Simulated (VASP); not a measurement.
The system is Li.

```
Li
1.0
     0.01648    3.06467    0.02864
    -0.02044    0.04882    5.38222
    10.05395    0.05337   -0.03883
Li
8
Direct
  0.31634 0.58267 0.24082
  0.77253 0.08696 0.26666
  0.20649 0.91382 0.74006
  0.73319 0.42405 0.74684
  0.73980 0.78195 0.99389
  0.28342 0.20501 0.50757
  0.73619 0.75329 0.50662
  0.21204 0.25223 0.99754
```

```yaml
Program: VASP 6.6.1
Task: relaxation of cell and atoms
Functional: PBE
Potentials_or_basis: VASP PAW PBE potentials, release 64 (Li_sv)
Cutoff: 600 eV
k_mesh: 8 × 4 × 2
Occupations: gaussian, width 0.2 eV
Spin: no spin polarisation
```

At the start: pressure -0.2 GPa; volume 20.73 Å³/atom.

**Question.** Where does the relaxation end?

**Answer.** Over 16 steps the energy falls by 17.4 meV/atom and the volume is 19.99 Å³/atom (-3.6 %); space group P1 (No. 1, to 0.1 Å) before, P-1 (No. 2, to 0.1 Å).

The path:
```csv
step,energy change (eV),largest force (eV/Å),pressure (GPa),volume (Å³)
1,0.0000,0.3859,-0.24,165.82
2,-0.0227,0.3440,-0.22,165.06
3,-0.0756,0.2202,-0.12,162.79
4,-0.1093,0.1131,0.21,158.29
5,-0.1107,0.0867,0.14,159.06
6,-0.1161,0.0701,0.06,159.93
7,-0.1236,0.0508,-0.15,162.30
8,-0.1238,0.0490,-0.19,162.77
9,-0.1276,0.0365,-0.06,161.12
10,-0.1288,0.0463,0.09,159.38
11,-0.1314,0.0379,0.06,159.72
12,-0.1336,0.0660,-0.01,160.60
13,-0.1338,0.0554,0.00,160.40
14,-0.1366,0.0314,-0.03,160.79
15,-0.1375,0.0266,-0.05,161.13
16,-0.1388,0.0242,0.05,159.89
```

Final structure:
```xyz
8
Lattice="0.0117 3.1090 0.0140 -0.2570 0.0275 5.1473 10.0158 0.0432 -0.4850" Properties=species:S:1:pos:R:3 pbc="T T T"
Li    2.3678    0.8724    2.9206
Li    2.4885    2.4229    0.3553
Li    7.2849    0.7769    4.3278
Li    7.4024    2.3060    1.7617
Li    9.8282    2.3559    3.4098
Li    4.9452    0.8253    1.0106
Li    4.8353    2.4014    3.5944
Li    9.9457    0.8010    0.8403
```

Caveat: the cutoff is under 1.25 times the usual one of these potentials, so pressure, stress and relaxed cells hold a basis-set (Pulay) error.
